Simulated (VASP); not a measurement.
Write the native input for VASP 6.6.1 that does the following.

```yaml
Task: single point
Functional: PBEsol
Potentials_or_basis: VASP PAW PBE potentials, release 64 (W_sv, S)
Cutoff: 520 eV
k_mesh: 9 × 9 × 2
Occupations: fermi-dirac, width 0.1 eV
Spin: no spin polarisation
Dipole_correction: no
Further_INCAR_settings: ALGO = Normal; EDIFF = 1e-07; NBANDS = 35
```

The structure of WS2 lies in POSCAR:

```
WS2
1.0
    3.1832090000      0.0000000000      0.0000000000
   -1.5916040000      2.7567390000      0.0000000000
    0.0000000000      0.0000000000     23.6687630000
W S
2 4
Direct
    0.3333333333      0.6666666667      0.6373180000
    0.6666666667      0.3333333333      0.3626820000
    0.3333333333      0.6666666667      0.2968160000
    0.6666666667      0.3333333333      0.5714420000
    0.3333333333      0.6666666667      0.4285580000
    0.6666666667      0.3333333333      0.7031840000
```

One way to write it, as run:

INCAR

```
SYSTEM = WS2
ALGO = Normal
EDIFF = 1E-7
ENCUT = 520
GGA = PS
ISIF = 2
ISMEAR = -1
LASPH = .TRUE.
LCHARG = .FALSE.
LREAL = .FALSE.
LWAVE = .FALSE.
NBANDS = 35
NELM = 100
PREC = Accurate
SIGMA = 0.1
```

KPOINTS

```
k-points
0
G
  9 9 2
  0 0 0
```

Potentials or basis: VASP PAW PBE potentials, release 64 (W_sv, S).

Launch:

```bash
$ cat potpaw_PBE.64/W_sv/POTCAR potpaw_PBE.64/S/POTCAR > POTCAR
$ mpirun -np 1 vasp_std > vasp.out
```

It gave:

| Item | Value |
| --- | --- |
| Largest force | 0.093 eV/Å |
| Band gap on the k mesh | 1.46 eV (least direct gap 1.76 eV) |

Caveat: there is no dipole correction, which matters where the two faces differ; the PAW data sets were made with another functional, which shifts forces and pressure a little; spin-orbit coupling is left out, which moves the levels of the heavy elements.

Wall time 8.2 min on 1 thread of Intel Xeon 8259CL, with other jobs on the host, peak memory 0.39 GiB.
